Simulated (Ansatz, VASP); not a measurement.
# Si in VASP and in Ansatz

File INCAR:

```
SYSTEM = Si
ALGO     = Normal         ! electronic algorithm
EDIFF    = 1E-7           ! SCF threshold, eV
ENCUT    = 520            ! plane-wave cutoff, eV
ISIF     = 2              ! what is computed and relaxed
ISMEAR   = 0              ! smearing method
LASPH    = .True.         ! aspherical terms in the spheres
LCHARG   = .False.        ! write CHGCAR
LREAL    = .False.        ! projectors in reciprocal space
LWAVE    = .False.        ! write WAVECAR
NBANDS   = 16             ! bands
NELM     = 60             ! most SCF steps
PREC     = Accurate       ! precision mode
SIGMA    = 0.03           ! smearing width, eV
```

Contents of KPOINTS:

```
k-points
0
Gamma
  12 12 6
  0 0 0
```

File POSCAR:

```
Si
1.0
    3.9671651941      0.0000000000      0.0000000000
   -1.9835825971      3.4356658391      0.0000000000
    0.0000000000      0.0000000000      5.7750023730
Si
4
Direct
    0.3333333333      0.6666666667      0.0678065120
    0.6666666667      0.3333333333      0.5678065120
    0.3333333333      0.6666666667      0.4321934880
    0.6666666667      0.3333333333      0.9321934880
```

Input for Ansatz:

```yaml
crystal:
  lattice:
    - [3.9671651941, 0.0, 0.0]
    - [-1.9835825971, 3.4356658391, 0.0]
    - [0.0, 0.0, 5.775002373]
  atoms:
    - { symbol: Si, position: [0.3333333333, 0.6666666667, 0.067806512] }
    - { symbol: Si, position: [0.6666666667, 0.3333333333, 0.567806512] }
    - { symbol: Si, position: [0.3333333333, 0.6666666667, 0.432193488] }
    - { symbol: Si, position: [0.6666666667, 0.3333333333, 0.932193488] }
basis:
  ecutwfc: 420
kpoints:
  mp_grid: { grid: [12, 12, 6] }
hamiltonian:
  xc: lda
  pseudopotentials: { kind: paw, azcp: { folder: soft_1 } }
scf:
  occupations: { method: gaussian, width: 0.03 }
output:
  forces: true
  stress: true
  eigenvalues: true
```

Alike in both runs: task single point; functional LDA; k mesh 12 × 12 × 6; occupations gaussian, width 0.03 eV; no spin polarisation.

```csv
,VASP,Ansatz
version,VASP 6.6.1,Ansatz 0.2.0
potentials or method,"VASP PAW LDA potentials, release 64 (Si), cutoff 520 eV","scalar-relativistic, plane waves, PAW"
valence electrons in the cell,16,16
```

```tsv
	VASP	Ansatz	Ansatz less VASP
gap on the k mesh at the Fermi level (eV)	none	none	-
pressure (GPa)	4.3	4.3	-0.04
traceless stress, the component that is largest in VASP (GPa)	28.19	28.14	-0.045
rms of the force components (eV/Å)	1.924	1.928	+0.0041
```

Ansatz warns that its potentials were made for another functional, while VASP's fit it. LDA's correlation is that of Perdew and Zunger in VASP and of Perdew and Wang (1992) in Ansatz. Atom by atom the forces differ by 0.004 eV/Å (rms over components). A gap of «none» marks a metal or a gap that the smearing closes.
